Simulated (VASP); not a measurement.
# Ba (Im-3m) in VASP: further runs

The runs below take Ba through single point, with PBEsol, LDA, PBE.

All numbers are computed with VASP 6.6.1; they aren't measurements. Logs are shortened: lines on timing, memory, paths and dates and some standing lists are left out, and cuts for length are marked.

### 1 The cell of the first run

Symmetry: Im-3m, No. 229, cubic system. The conventional cell has a = 5.013 Å, b = 5.013 Å, c = 5.013 Å, α = 90.00°, β = 90.00°, γ = 90.00°. Within 5.7 Å of Ba (site symmetry m-3m) lie 14 Ba at 4.34 to 5.01 Å.

### 2 Single point, PBEsol

INCAR reads:

```
SYSTEM = Ba
ALGO = Fast
EDIFF = 1E-6
ENCUT = 520
GGA = PS
ISIF = 2
ISMEAR = -1
LASPH = .TRUE.
LCHARG = .FALSE.
LREAL = .FALSE.
LWAVE = .FALSE.
NBANDS = 11
NELM = 80
PREC = Accurate
SIGMA = 0.05
```

KPOINTS reads:

```
k-points
0
G
  6 6 6
  0 0 0
```

POSCAR reads:

```
Ba
1.0
   -2.5065000000      2.5065000000      2.5065000000
    2.5065000000     -2.5065000000      2.5065000000
    2.5065000000      2.5065000000     -2.5065000000
Ba
1
Direct
    0.0000000000      0.0000000000      0.0000000000
```

Potentials or basis: VASP PAW PBE potentials, release 64 (Ba_sv).

The run is started by

```bash
$ cat potpaw_PBE.64/Ba_sv/POTCAR > POTCAR
$ mpirun -np 1 vasp_std > vasp.out
```

OUTCAR:

```text
SYSTEM = Ba
   EDIFF = 1E-6
   ENCUT = 520
   GGA = PS
   ISIF = 2
   ISMEAR = -1
   LASPH = .TRUE.
   LREAL = .FALSE.
   NELM = 80
   PREC = Accurate

 ion  position               nearest neighbor table
   1  0.000  0.000  0.000-

  LATTYP: Found a body centered cubic cell.
 ALAT       =     5.0130000000

  Lattice vectors:

 A1 = (  -2.5065000000,   2.5065000000,   2.5065000000)
 A2 = (   2.5065000000,  -2.5065000000,   2.5065000000)
 A3 = (   2.5065000000,   2.5065000000,  -2.5065000000)

Analysis of symmetry for initial positions (statically):
=====================================================================
 Subroutine PRICEL returns:
 Original cell was already a primitive cell.

 Routine SETGRP: Setting up the symmetry group for a
 body centered cubic supercell.

 Subroutine GETGRP returns: Found 48 space group operations
 (whereof 48 operations were pure point group operations)
 out of a pool of 48 trial point group operations.

The static configuration has the point symmetry O_h .

Analysis of symmetry for dynamics (positions and initial velocities):
=====================================================================
 Subroutine PRICEL returns:
 Original cell was already a primitive cell.

 Routine SETGRP: Setting up the symmetry group for a
 body centered cubic supercell.

 Subroutine GETGRP returns: Found 48 space group operations
 (whereof 48 operations were pure point group operations)
 out of a pool of 48 trial point group operations.

The dynamic configuration has the point symmetry O_h .

 Subroutine INISYM returns: Found 48 space group operations
 (whereof 48 operations are pure point group operations),
 and found     1 'primitive' translations

----------------------------------------------------------------------------------------

                                     Primitive cell

  volume of cell :      62.9888

  direct lattice vectors                    reciprocal lattice vectors
    -2.506500000  2.506500000  2.506500000     0.000000000  0.199481348  0.199481348
     2.506500000 -2.506500000  2.506500000     0.199481348  0.000000000  0.199481348
     2.506500000  2.506500000 -2.506500000     0.199481348  0.199481348  0.000000000

  length of vectors
     4.341385349  4.341385349  4.341385349     0.282109228  0.282109228  0.282109228

  position of ions in fractional coordinates (direct lattice)
     0.000000000  0.000000000  0.000000000

  ion indices of the primitive-cell ions
   primitive index   ion index
                 1           1

----------------------------------------------------------------------------------------

 KPOINTS: k-points

Automatic generation of k-mesh.
 Grid dimensions read from file:
 generate k-points for:    6    6    6

 Generating k-lattice:

  Cartesian coordinates                     Fractional coordinates (reciprocal lattice)
     0.000000000  0.033246891  0.033246891     0.166666667  0.000000000  0.000000000
     0.033246891  0.000000000  0.033246891     0.000000000  0.166666667  0.000000000
     0.033246891  0.033246891  0.000000000     0.000000000  0.000000000  0.166666667

  Length of vectors
     0.047018205  0.047018205  0.047018205

  Shift w.r.t. Gamma in fractional coordinates (k-lattice)
     0.000000000  0.000000000  0.000000000

 Subroutine IBZKPT returns following result:
 ===========================================

 Found     16 irreducible k-points:

 Following reciprocal coordinates:
            Coordinates               Weight
  0.000000  0.000000  0.000000      1.000000
  0.166667  0.000000  0.000000     12.000000
  0.333333  0.000000  0.000000     12.000000
  0.500000  0.000000  0.000000      6.000000
  0.166667  0.166667  0.000000     24.000000
  0.333333  0.166667 -0.000000     48.000000
[... 8 lines left out ...]
  0.500000  0.500000  0.333333     12.000000
  0.500000  0.500000  0.500000      1.000000
   k-points           NKPTS =     16   k-points in BZ     NKDIM =     16   number of bands    NBANDS=     11
   number of dos      NEDOS =    301   number of ions     NIONS =      1
   total plane-waves  NPLWV =  32768
   dimension x,y,z NGX =    32 NGY =   32 NGZ =   32
   dimension x,y,z NGXF=    64 NGYF=   64 NGZF=   64
   ions per type =               1
   NGX,Y,Z   is equivalent  to a cutoff of  12.25, 12.25, 12.25 a.u.
   NGXF,Y,Z  is equivalent  to a cutoff of  24.51, 24.51, 24.51 a.u.
 SYSTEM =  Ba
   PREC   = accura    normal or accurate (medium, high low for compatibility)
   ISTART =      0    job   : 0-new  1-cont  2-samecut
   ICHARG =      2    charge: 1-file 2-atom 10-const
   ISPIN  =      1    spin polarized calculation?
   LNONCOLLINEAR =      F non collinear calculations
   LSORBIT =      F    spin-orbit coupling
   LASPH  =      T    aspherical Exc in radial PAW
   ENCUT  =  520.0 eV  38.22 Ry    6.18 a.u.   8.07  8.07  8.07*2*pi/ulx,y,z
   NELM   =     80;   NELMIN=  2; NELMDL= -5     # of ELM steps
   EDIFF  = 0.1E-05   stopping-criterion for ELM
   LREAL  =      F    real-space projection
   EDIFFG = 0.1E-04   stopping-criterion for IOM
   NSW    =      0    number of steps for IOM
   IBRION =     -1    ionic relax: 0-MD 1-quasi-New 2-CG
   NFREE  =      0    steps in history (QN), initial steepest desc. (CG)
   ISIF   =      2    stress and relaxation
   ISYM   =      2    0-nonsym 1-usesym 2-fastsym
   POTIM  = 0.5000    time-step for ionic-motion
   TEBEG  =    0.0;   TEEND  =   0.0 temperature during run
   PSTRESS=    0.0 pullay stress
   NELECT =      10.0000    total number of electrons
   NUPDOWN=      -1.0000    fix difference up-down
   EMIN   =  10.00;   EMAX   =-10.00  energy-range for DOS
   EFERMI =   0.00;   METHOD = LEGACY
   ISMEAR =    -1;   SIGMA  =   0.05  broadening in eV -4-tet -1-fermi 0-gaus
   EFERMI_NEDOS =   21; number of points for ismear=-14 and -15
   IALGO  =     68    algorithm
   IMIX   =      4    mixing-type and parameters
     AMIX     =   0.40;   BMIX     =  1.00
     AMIX_MAG =   1.60;   BMIX_MAG =  1.00
  volume/ion in A,a.u.               =      62.99       425.07
  Fermi-wavevector in a.u.,A,eV,Ry     =   0.886449  1.675146 10.691349  0.785792
  Thomas-Fermi vector in A             =   2.007617
   LORBIT       =      0    0 simple, 1 ext, 2 COOP (PROOUT), +10 PAW based schemes
   GGA     = PS    functional components
   LHFCALC =     F    Hartree Fock is set to
   AEXX    =    0.0000 exact exchange contribution
   IVDW    =     0    specifies the selected vdW correction
   LEPSILON=     F    determine dielectric tensor
   LRPA    =     F    only Hartree local field effects (RPA)
 non-spin polarized calculation
 RMM-DIIS sequential band-by-band and
  energy-cutoff  :      520.00
  volume of cell :       62.99
 maximum number of plane-waves:      1721
   NGX = 17   NGY = 17   NGZ = 17

 number of electron      10.0000000 magnetization

 number of electron       9.9999999 magnetization

 Free energy of the ion-electron system (eV)
  ---------------------------------------------------
  ext. energy  EPLUGINS =         0.00000000
  ---------------------------------------------------
  free energy    TOTEN  =        -2.13792341 eV

  energy without entropy =       -2.12389877  energy(sigma->0) =       -2.13091109

 E-fermi :   1.5623     XC(G=0):  -7.5074

 val. band max:        1.4618320434   @ k =  -0.3333   0.5000   0.1667
 cond. band min:       1.5834241827   @ k =  -0.3333   0.3333   0.3333
 fundamental gap:      0.1215921393
 Fermi energy:         1.5622516953

 k-point     1 :       0.0000    0.0000    0.0000
  band No.  band energies     occupation
      1     -27.3255      2.00000
      2     -12.2560      2.00000
      3     -12.2560      2.00000
      4     -12.2560      2.00000
      5      -1.2322      2.00000
      6       3.3477      0.00000
      7       3.3477      0.00000
      8       3.3477      0.00000
      9       4.7809      0.00000
     10       4.7809      0.00000
     11       8.4766      0.00000

 k-point     2 :       0.1667    0.0000    0.0000
  band No.  band energies     occupation
      1     -27.3146      2.00000
      2     -12.3794      2.00000
      3     -12.2943      2.00000
      4     -12.2567      2.00000
      5      -0.7355      2.00000
      6       2.9828      0.00000
      7       3.0481      0.00000
      8       3.8738      0.00000
      9       4.4398      0.00000
     10       4.7733      0.00000
     11       8.9261      0.00000

 k-point     3 :       0.3333    0.0000    0.0000
  band No.  band energies     occupation
      1     -27.2927      2.00000
      2     -12.6118      2.00000
      3     -12.3692      2.00000
      4     -12.2583      2.00000
      5       0.2830      2.00000
      6       2.4331      0.00000
      7       2.5039      0.00000
      8       4.7037      0.00000
      9       4.9924      0.00000
     10       5.3338      0.00000
     11       8.1221      0.00000

 k-point     4 :       0.5000    0.0000    0.0000
  band No.  band energies     occupation
      1     -27.2817      2.00000
      2     -12.7217      2.00000
      3     -12.4059      2.00000
      4     -12.2591      2.00000
      5       0.6312      2.00000
      6       2.2107      0.00000
      7       2.7941      0.00000
      8       4.7333      0.00000
      9       5.3258      0.00000
     10       6.7767      0.00000
     11       7.1940      0.00000
[... 127 lines left out ...]
 k-point    14 :      -0.3333    0.3333    0.3333
  band No.  band energies     occupation
      1     -27.2663      2.00000
      2     -12.5642      2.00000
      3     -12.4963      2.00000
      4     -12.4963      2.00000
      5       1.2372      1.99700
      6       1.5834      0.79138
      7       3.9207      0.00000
      8       3.9207      0.00000
      9       4.7007      0.00000
     10       5.2250      0.00000
     11       9.4108      0.00000

 k-point    15 :       0.5000    0.5000    0.3333
  band No.  band energies     occupation
      1     -27.2574      2.00000
      2     -12.6158      2.00000
      3     -12.5372      2.00000
      4     -12.5028      2.00000
      5       1.2472      1.99634
      6       1.3338      1.97947
      7       3.9426      0.00000
      8       4.1393      0.00000
      9       5.9355      0.00000
     10       6.3925      0.00000
     11       7.3225      0.00000

 k-point    16 :       0.5000    0.5000    0.5000
  band No.  band energies     occupation
      1     -27.2493      2.00000
      2     -12.5795      2.00000
      3     -12.5795      2.00000
      4     -12.5795      2.00000
      5       0.9978      1.99997
      6       0.9978      1.99997
      7       5.8741      0.00000
      8       5.8741      0.00000
      9       5.8743      0.00000
     10       6.2786      0.00000
     11       6.2786      0.00000

------------------------ aborting loop because EDIFF is reached ----------------------------------------

  FORCE on cell =-STRESS in cart. coord.  units (eV):
  Direction    XX          YY          ZZ          XY          YZ          ZX
  --------------------------------------------------------------------------------------
  -------------------------------------------------------------------------------------
  Total       -0.1969303     -0.1969303     -0.1969303      0.0000000      0.0000000     -0.0000000
  in kB       -5.0091031     -5.0091031     -5.0091031      0.0000000      0.0000000     -0.0000000
  external PRESSURE =      -5.0091031 kB  Pullay stress =       0.0000000 kB

 VOLUME and BASIS-vectors are now :
 -----------------------------------------------------------------------------
  energy-cutoff  :      520.00
  volume of cell :       62.99
      direct lattice vectors                 reciprocal lattice vectors
    -2.506500000  2.506500000  2.506500000     0.000000000  0.199481348  0.199481348
     2.506500000 -2.506500000  2.506500000     0.199481348  0.000000000  0.199481348
     2.506500000  2.506500000 -2.506500000     0.199481348  0.199481348  0.000000000

 POSITION                                       TOTAL-FORCE (eV/Angst)
 -----------------------------------------------------------------------------------
      0.00000      0.00000      0.00000        -0.000000      0.000000      0.000000
 -----------------------------------------------------------------------------------
    total drift:                               -0.000000      0.000000      0.000000

  FREE ENERGIE OF THE ION-ELECTRON SYSTEM (eV)
  ---------------------------------------------------
  free  energy   TOTEN  =        -2.1379234101 eV

  energy  without entropy=       -2.1238987711  energy(sigma->0) =       -2.13091109
```

Run time: 10 s. Hardware: 1 thread of Intel Xeon 6975P-C, shared host; peak memory 0.17 GiB.

Results:

```yaml
Free_energy: -2.1379 eV
Pressure: -0.5 GPa
Band_gap_on_the_k_mesh: zero (band 5 reaches 1.62 eV, above the bottom of band 6 at 1.00 eV)
```

Caveat: the PAW data sets were made with another functional, which shifts forces and pressure a little; spin-orbit coupling is left out, which moves the levels of the heavy elements.

### 3 Single point, PBEsol, non-collinear spin, zero start, spin-orbit coupling

INCAR reads:

```
SYSTEM = Ba
ALGO = Normal
EDIFF = 1E-7
ENCUT = 520
GGA = PS
GGA_COMPAT = .False.
ISIF = 2
ISMEAR = -1
LASPH = .True.
LCHARG = .False.
LORBIT = 11
LORBMOM = .True.
LREAL = .False.
LSORBIT = .True.
LWAVE = .False.
MAGMOM = 0 0 0
NBANDS = 21
NELM = 150
PREC = Accurate
SIGMA = 0.05
```

KPOINTS reads:

```
k-points
0
Gamma
  6 6 6
  0 0 0
```

POSCAR is that of step 2.

Potentials or basis: VASP PAW PBE potentials, release 64 (Ba_sv).

The run is started by

```bash
$ cat potpaw_PBE.64/Ba_sv/POTCAR > POTCAR
$ mpirun -np 1 vasp_ncl > vasp.out
```

Run time: 47 s. Hardware: 1 thread of Intel Xeon 6975P-C, shared host; peak memory 0.31 GiB.

The run converged. Its results:

| Item | Value |
| --- | --- |
| Free energy | -2.3378 eV |
| Pressure | -0.5 GPa |
| Net moment | 0.00 μB per cell |
| Valence electrons inside the program's atomic spheres | Ba 7.88 |

Moments on the atoms (μB; x, y, z):
```
Ba  0.00 0.00 0.00
```

Caveat: the PAW data sets were made with another functional, which shifts forces and pressure a little.

### 4 Single point, LDA

INCAR reads:

```
ALGO = Fast
EDIFF = 1E-6
ENCUT = 520
GGA = CA
ISIF = 2
ISMEAR = -1
LASPH = True
LCHARG = False
LREAL = False
LWAVE = False
NBANDS = 11
NELM = 60
PREC = Accurate
SIGMA = 0.05
```

KPOINTS reads:

```
k-points
0
Gamma
  8 8 8
```

POSCAR is that of step 3.

Potentials or basis: VASP PAW LDA potentials, release 64 (Ba_sv).

The run is started by

```bash
$ cat potpaw_LDA.64/Ba_sv/POTCAR > POTCAR
$ mpirun -np 1 vasp_std > vasp.out
```

It used 12 s of CPU time on 1 thread of Intel Xeon 6975P-C, with other jobs on the host.

It converged, with:

```
Free energy            : -2.2207 eV
Pressure               : -1.3 GPa
Band gap on the k mesh : zero (band 5 reaches 1.95 eV, above the bottom of band 6 at 0.89 eV)
```

Levels at points of the mesh, in eV from the Fermi level:
| k point | band 3 | band 4 | band 5 | band 6 | band 7 | band 8 |
| --- | --- | --- | --- | --- | --- | --- |
| (0.00, 0.00, 0.00) | -13.77 | -13.77 | -2.74 | 1.76 | 1.76 | 1.76 |
| (0.50, 0.00, 0.00) | -13.92 | -13.77 | -0.90 | 0.65 | 1.33 | 3.15 |
| (0.50, 0.50, 0.50) | -14.10 | -14.10 | -0.52 | -0.52 | 4.37 | 4.37 |

Caveat: spin-orbit coupling is left out, which moves the levels of the heavy elements.

### 5 Single point, PBE

This run uses another cell than the first one, of 59.21 Å³/atom, 0.940 times its volume.

INCAR reads:

```
SYSTEM = Ba
PREC = Accurate ; ENCUT = 520
EDIFF = 1E-6 ; ISMEAR = -5
SIGMA = 0.05 ; LREAL = .FALSE.
LASPH = .TRUE. ; NELM = 100
ALGO = Normal ; ISIF = 2
LWAVE = .FALSE. ; LCHARG = .FALSE.
GGA = PE ; NBANDS = 11
```

KPOINTS reads:

```
regular mesh
0
G
  8 8 8
  0 0 0
```

POSCAR reads:

```
Ba
1.0
    4.2527607814      0.0000000000      0.0000000000
   -1.4175869269      4.0095413166      0.0000000000
   -1.4175869269     -2.0047706576      3.4723646381
Ba
1
Direct
    0.0000000000      0.0000000000      0.0000000000
```

Potentials or basis: VASP PAW PBE potentials, release 64 (Ba_sv).

The run is started by

```bash
$ cat potpaw_PBE.64/Ba_sv/POTCAR > POTCAR
$ mpirun -np 1 vasp_std > vasp.out
```

Wall time 14 s (1 thread of Intel Xeon 8259CL, shared host); peak memory 0.18 GiB.

The run converged. Its results:

```
Free energy            : -1.9011 eV
Pressure               : 0.7 GPa
Band gap on the k mesh : zero (band 5 reaches 2.44 eV, above the bottom of band 6 at 1.22 eV)
```

Levels at points of the mesh, in eV from the Fermi level:
| k point | band 1 | band 2 | band 3 | band 4 | band 5 | band 6 | band 7 | band 8 | band 9 | band 10 |
| --- | --- | --- | --- | --- | --- | --- | --- | --- | --- | --- |
| (0.00, 0.00, 0.00) | -28.73 | -13.64 | -13.64 | -13.64 | -2.73 | 1.95 | 1.95 | 1.95 | 3.44 | 3.44 |
| (0.50, 0.00, 0.00) | -28.67 | -14.20 | -13.82 | -13.64 | -0.88 | 0.73 | 1.50 | 3.44 | 4.04 | 5.61 |
| (0.50, 0.50, 0.50) | -28.63 | -14.03 | -14.03 | -14.03 | -0.58 | -0.58 | 4.72 | 4.72 | 4.72 | 5.07 |

Caveat: spin-orbit coupling is left out, which moves the levels of the heavy elements; tetrahedron occupations give inexact forces and stress in metals.

### 6 Summary

| level | potentials or basis | spin | cell | k mesh | smearing | gap on the mesh (eV) | pressure (GPa) |
| --- | --- | --- | --- | --- | --- | --- | --- |
| PBEsol | VASP PAW PBE potentials, release 64 (Ba_sv) | off | a = 4.341 Å, angles 109.5°, 1 atom | 6 × 6 × 6 | fermi-dirac 0.05 eV | none | -0.5 |
| PBEsol | VASP PAW PBE potentials, release 64 (Ba_sv) | non-collinear, zero start, SOC | a = 4.341 Å, angles 109.5°, 1 atom | 6 × 6 × 6 | fermi-dirac 0.05 eV | - | -0.5 |
| LDA | VASP PAW LDA potentials, release 64 (Ba_sv) | off | a = 4.341 Å, angles 109.5°, 1 atom | 8 × 8 × 8 | fermi-dirac 0.05 eV | none | -1.3 |
| PBE | VASP PAW PBE potentials, release 64 (Ba_sv) | off | a = 4.253 Å, angles 109.5°, 1 atom | 8 × 8 × 8 | tetrahedron | none | 0.7 |

Alike in all rows: task single point; cutoff (eV) 520.

Caveats: spin-orbit coupling is left out, which moves the levels of the heavy elements (some runs); the PAW data sets were made with another functional, which shifts forces and pressure a little (some runs); tetrahedron occupations give inexact forces and stress in metals (some runs).

Absolute energies hang on the potentials; compare differences alone.
